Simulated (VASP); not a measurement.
# CO2 (Pa-3) in VASP: notebook

Runs on CO2. Level: PBE. Tasks: single point.

Everything below comes from runs of VASP 6.6.1. Logs are shortened: lines on timing, memory, paths and dates and some standing lists are left out, and cuts for length are marked.

### 1 The cell of the first run

Symmetry: Pa-3, No. 205, cubic system. Conventional cell: a = 5.620 Å, b = 5.620 Å, c = 5.620 Å, α = 90.00°, β = 90.00°, γ = 90.00°. Within 1.6 Å of C (site symmetry -3) lie 2 O at 1.17 Å. O (site symmetry 3) has 1 C at 1.17 Å within 1.6 Å.

### 2 Single point, PBE

The input, INCAR:

```
ALGO = Normal ; EDIFF = 1E-6
ENCUT = 910 ; GGA = PE
GGA_COMPAT = F ; ISIF = 2
ISMEAR = -1 ; LASPH = T
LCHARG = F ; LREAL = F
LWAVE = F ; NBANDS = 44
NELM = 120 ; PREC = Accurate
SIGMA = 0.02
```

The input, KPOINTS:

```
k-points
0
Gamma
  4 4 4
```

The input, POSCAR:

```
CO2
1.0
    5.6200000000      0.0000000000      0.0000000000
    0.0000000000      5.6200000000      0.0000000000
    0.0000000000      0.0000000000      5.6200000000
C O
4 8
Direct
    0.0000000000      0.0000000000      0.0000000000
    0.5000000000      0.0000000000      0.5000000000
    0.5000000000      0.5000000000      0.0000000000
    0.0000000000      0.5000000000      0.5000000000
    0.1200345206      0.1200345206      0.1200345206
    0.3799654794      0.8799654794      0.6200345206
    0.6200345206      0.3799654794      0.8799654794
    0.8799654794      0.6200345206      0.3799654794
    0.8799654794      0.8799654794      0.8799654794
    0.6200345206      0.1200345206      0.3799654794
    0.3799654794      0.6200345206      0.1200345206
    0.1200345206      0.3799654794      0.6200345206
```

Potentials or basis: VASP PAW PBE potentials, release 64 (C_h, O_h).

Launch:

```console
cat potpaw_PBE.64/C_h/POTCAR potpaw_PBE.64/O_h/POTCAR > POTCAR
mpirun -np 1 vasp_std > vasp.out
```

OUTCAR:

```text
EDIFF = 1E-6
   ENCUT = 910
   GGA = PE
   ISIF = 2
   ISMEAR = -1
   LASPH = T
   LREAL = F
   NELM = 120
   PREC = Accurate

 ion  position               nearest neighbor table
   1  0.000  0.000  0.000-   5 1.17   9 1.17
   2  0.500  0.000  0.500-   6 1.17  10 1.17
   3  0.500  0.500  0.000-   7 1.17  11 1.17
   4  0.000  0.500  0.500-   8 1.17  12 1.17
   5  0.120  0.120  0.120-   1 1.17
   6  0.380  0.880  0.620-   2 1.17
   7  0.620  0.380  0.880-   3 1.17
   8  0.880  0.620  0.380-   4 1.17
   9  0.880  0.880  0.880-   1 1.17
  10  0.620  0.120  0.380-   2 1.17
  11  0.380  0.620  0.120-   3 1.17
  12  0.120  0.380  0.620-   4 1.17

  LATTYP: Found a simple cubic cell.
 ALAT       =     5.6200000000

  Lattice vectors:

 A1 = (   5.6200000000,   0.0000000000,   0.0000000000)
 A2 = (   0.0000000000,   5.6200000000,   0.0000000000)
 A3 = (   0.0000000000,   0.0000000000,   5.6200000000)

Analysis of symmetry for initial positions (statically):
=====================================================================
 Subroutine PRICEL returns:
 Original cell was already a primitive cell.

 Routine SETGRP: Setting up the symmetry group for a
 simple cubic supercell.

 Subroutine GETGRP returns: Found 24 space group operations
 (whereof  6 operations were pure point group operations)
 out of a pool of 48 trial point group operations.

The static configuration has the point symmetry S_6 .
 The point group associated with its full space group is T_h .

Analysis of symmetry for dynamics (positions and initial velocities):
=====================================================================
 Subroutine PRICEL returns:
 Original cell was already a primitive cell.

 Routine SETGRP: Setting up the symmetry group for a
 simple cubic supercell.

 Subroutine GETGRP returns: Found 24 space group operations
 (whereof  6 operations were pure point group operations)
 out of a pool of 48 trial point group operations.

The dynamic configuration has the point symmetry S_6 .
 The point group associated with its full space group is T_h .

 Subroutine INISYM returns: Found 24 space group operations
 (whereof  6 operations are pure point group operations),
 and found     1 'primitive' translations

[... 105 lines left out ...]
   NFREE  =      0    steps in history (QN), initial steepest desc. (CG)
   ISIF   =      2    stress and relaxation
   ISYM   =      2    0-nonsym 1-usesym 2-fastsym
   POTIM  = 0.5000    time-step for ionic-motion
   TEBEG  =    0.0;   TEEND  =   0.0 temperature during run
   PSTRESS=    0.0 pullay stress
   NELECT =      64.0000    total number of electrons
   NUPDOWN=      -1.0000    fix difference up-down
   EMIN   =  10.00;   EMAX   =-10.00  energy-range for DOS
   EFERMI =   0.00;   METHOD = LEGACY
   ISMEAR =    -1;   SIGMA  =   0.02  broadening in eV -4-tet -1-fermi 0-gaus
   EFERMI_NEDOS =   21; number of points for ismear=-14 and -15
   IALGO  =     38    algorithm
   IMIX   =      4    mixing-type and parameters
     AMIX     =   0.40;   BMIX     =  1.00
     AMIX_MAG =   1.60;   BMIX_MAG =  1.00
  volume/ion in A,a.u.               =      14.79        99.82
  Fermi-wavevector in a.u.,A,eV,Ry     =   1.165195  2.201899 18.472341  1.357679
  Thomas-Fermi vector in A             =   2.301723
   LORBIT       =      0    0 simple, 1 ext, 2 COOP (PROOUT), +10 PAW based schemes
   GGA     = PE    functional components
   LHFCALC =     F    Hartree Fock is set to
   AEXX    =    0.0000 exact exchange contribution
   IVDW    =     0    specifies the selected vdW correction
   LEPSILON=     F    determine dielectric tensor
   LRPA    =     F    only Hartree local field effects (RPA)
 non-spin polarized calculation
  energy-cutoff  :      910.00
  volume of cell :      177.50
 maximum number of plane-waves:     11152
   NGX = 27   NGY = 27   NGZ = 27

 number of electron      63.9999977 magnetization

 Free energy of the ion-electron system (eV)
  ---------------------------------------------------
  ext. energy  EPLUGINS =         0.00000000
  ---------------------------------------------------
  free energy    TOTEN  =       -93.18719547 eV

  energy without entropy =      -93.18719547  energy(sigma->0) =      -93.18719547

 E-fermi :  -2.7163     XC(G=0):  -7.8638

 val. band max:       -3.1537101945   @ k =   0.0000   0.0000   0.0000
 cond. band min:       3.6385291798   @ k =   0.0000   0.0000   0.0000
 fundamental gap:      6.7922393744
 Fermi energy:        -2.7163186397

 k-point     1 :       0.0000    0.0000    0.0000
  band No.  band energies     occupation
      1     -23.6565      2.00000
      2     -23.4479      2.00000
      3     -23.4479      2.00000
      4     -23.4479      2.00000
      5     -22.5214      2.00000
      6     -22.5214      2.00000
[... 506 lines left out ...]
     43       6.5354      0.00000
     44       6.5354      0.00000

------------------------ aborting loop because EDIFF is reached ----------------------------------------

  FORCE on cell =-STRESS in cart. coord.  units (eV):
  Direction    XX          YY          ZZ          XY          YZ          ZX
  --------------------------------------------------------------------------------------
  -------------------------------------------------------------------------------------
  Total        1.0436067      1.0436067      1.0436067      0.0000000     -0.0000000      0.0000000
  in kB        9.4197306      9.4197306      9.4197306      0.0000000     -0.0000000      0.0000000
  external PRESSURE =       9.4197306 kB  Pullay stress =       0.0000000 kB

 VOLUME and BASIS-vectors are now :
 -----------------------------------------------------------------------------
  energy-cutoff  :      910.00
  volume of cell :      177.50
      direct lattice vectors                 reciprocal lattice vectors
     5.620000000  0.000000000  0.000000000     0.177935943  0.000000000  0.000000000
     0.000000000  5.620000000  0.000000000     0.000000000  0.177935943  0.000000000
     0.000000000  0.000000000  5.620000000     0.000000000  0.000000000  0.177935943

 POSITION                                       TOTAL-FORCE (eV/Angst)
 -----------------------------------------------------------------------------------
      0.00000      0.00000      0.00000        -0.000000     -0.000000     -0.000000
      2.81000      0.00000      2.81000        -0.000000     -0.000000     -0.000000
      2.81000      2.81000      0.00000        -0.000000     -0.000000     -0.000000
      0.00000      2.81000      2.81000        -0.000000     -0.000000     -0.000000
      0.67459      0.67459      0.67459         0.006948      0.006948      0.006948
      2.13541      4.94541      3.48459        -0.006948     -0.006948      0.006948
      3.48459      2.13541      4.94541         0.006948     -0.006948     -0.006948
      4.94541      3.48459      2.13541        -0.006948      0.006948     -0.006948
      4.94541      4.94541      4.94541        -0.006948     -0.006948     -0.006948
      3.48459      0.67459      2.13541         0.006948      0.006948     -0.006948
      2.13541      3.48459      0.67459        -0.006948      0.006948      0.006948
      0.67459      2.13541      3.48459         0.006948     -0.006948      0.006948
 -----------------------------------------------------------------------------------
    total drift:                                0.000000      0.000000      0.000000

  FREE ENERGIE OF THE ION-ELECTRON SYSTEM (eV)
  ---------------------------------------------------
  free  energy   TOTEN  =       -93.1871954742 eV

  energy  without entropy=      -93.1871954742  energy(sigma->0) =      -93.18719547
```

stdout:

```text
POSCAR found type information on POSCAR C O
 POSCAR found :  2 types and      12 ions
 scaLAPACK will be used
 LDA part: xc-table for (Slater+PW92), standard interpolation
 POSCAR, INCAR and KPOINTS ok, starting setup
 FFT: planning ... GRIDC
 FFT: planning ... GRID_SOFT
 FFT: planning ... GRID
 WAVECAR not read
 entering main loop
```

It took 1.9 min on 1 thread of Intel Xeon Platinum 8559C (Emerald Rapids), shared host; peak memory 0.48 GiB.

What came out:

- Free energy: -93.1872 eV
- Pressure: 0.9 GPa
- Largest force: 0.012 eV/Å
- Band gap on the k mesh: 6.79 eV

Forces in eV/Å, atoms in the order of the input:
```
C    0.000  0.000  0.000
C    0.000  0.000  0.000
C    0.000  0.000  0.000
C    0.000  0.000  0.000
O    0.007  0.007  0.007
O   -0.007 -0.007  0.007
O    0.007 -0.007 -0.007
O   -0.007  0.007 -0.007
O   -0.007 -0.007 -0.007
O    0.007  0.007 -0.007
O   -0.007  0.007  0.007
O    0.007 -0.007  0.007
```

Levels at points of the mesh, in eV from the valence-band top:
| k point | band 30 | band 31 | band 32 | band 33 | band 34 | band 35 |
| --- | --- | --- | --- | --- | --- | --- |
| (0.00, 0.00, 0.00) | -0.19 | 0.00 | 0.00 | 6.79 | 8.04 | 8.04 |
| (0.50, 0.00, 0.00) | -0.29 | -0.07 | -0.07 | 7.98 | 7.98 | 8.18 |
| (0.50, 0.50, 0.00) | -0.27 | -0.27 | -0.27 | 7.97 | 7.97 | 7.97 |
| (0.50, 0.50, 0.50) | -0.31 | -0.31 | -0.31 | 7.98 | 7.98 | 7.98 |

Caveat: the cutoff is under 1.25 times the usual one of these potentials, so pressure, stress and relaxed cells hold a basis-set (Pulay) error; this functional lacks dispersion, which holds the molecules together, so the pressure and a relaxed volume are unreliable.

### 3 Single point, PBE

The input, INCAR:

```
SYSTEM = CO2
PREC = Accurate
ENCUT = 520
EDIFF = 1E-6
ISMEAR = -1
SIGMA = 0.02
LREAL = .FALSE.
LASPH = .TRUE.
NELM = 80
ALGO = Normal
ISIF = 2
LWAVE = .FALSE.
LCHARG = .TRUE.
GGA = PE
LELF = .TRUE.
LVHAR = .TRUE.
NBANDS = 44
```

The input, KPOINTS:

```
regular mesh
0
G
  4 4 4
  0 0 0
```

The input, POSCAR:

```
CO2
1.0
    5.6200000000      0.0000000000      0.0000000000
    0.0000000000      5.6200000000      0.0000000000
    0.0000000000      0.0000000000      5.6200000000
C O
4 8
Direct
    0.0000000000      0.0000000000      0.0000000000
    0.5000000000      0.0000000000      0.5000000000
    0.5000000000      0.5000000000      0.0000000000
    0.0000000000      0.5000000000      0.5000000000
    0.1200345207      0.1200345207      0.1200345207
    0.3799654793      0.8799654793      0.6200345207
    0.6200345207      0.3799654793      0.8799654793
    0.8799654793      0.6200345207      0.3799654793
    0.8799654793      0.8799654793      0.8799654793
    0.6200345207      0.1200345207      0.3799654793
    0.3799654793      0.6200345207      0.1200345207
    0.1200345207      0.3799654793      0.6200345207
```

Potentials or basis: VASP PAW PBE potentials, release 64 (C, O).

Launch:

```console
cat potpaw_PBE.64/C/POTCAR potpaw_PBE.64/O/POTCAR > POTCAR
mpirun -np 1 vasp_std > vasp.out
```

Run time: 60 s. Hardware: 1 thread of Intel Xeon Platinum 8375C at 2.90GHz (Ice Lake), shared host; peak memory 0.25 GiB.

The run converged. Its results:

```
Free energy            : -92.1284 eV
Pressure               : 2.8 GPa
Largest force          : 0.633 eV/Å
Band gap on the k mesh : 6.77 eV
```

Forces on the atoms (eV/Å):
```
C    0.000  0.000  0.000
C    0.000  0.000  0.000
C    0.000  0.000  0.000
C    0.000  0.000  0.000
O    0.365  0.365  0.365
O   -0.365 -0.365  0.365
O    0.365 -0.365 -0.365
O   -0.365  0.365 -0.365
O   -0.365 -0.365 -0.365
O    0.365  0.365 -0.365
O   -0.365  0.365  0.365
O    0.365 -0.365  0.365
```

Levels at points of the mesh, in eV from the valence-band top:
| k point | band 30 | band 31 | band 32 | band 33 | band 34 | band 35 |
| --- | --- | --- | --- | --- | --- | --- |
| (0.00, 0.00, 0.00) | -0.19 | 0.00 | 0.00 | 6.77 | 8.02 | 8.02 |
| (0.50, 0.00, 0.00) | -0.29 | -0.07 | -0.07 | 7.95 | 7.95 | 8.15 |
| (0.50, 0.50, 0.00) | -0.27 | -0.27 | -0.27 | 7.95 | 7.95 | 7.95 |
| (0.50, 0.50, 0.50) | -0.31 | -0.31 | -0.31 | 7.95 | 7.95 | 7.95 |

Caveat: this functional lacks dispersion, which holds the molecules together, so the pressure and a relaxed volume are unreliable. A k mesh can miss the band edges.
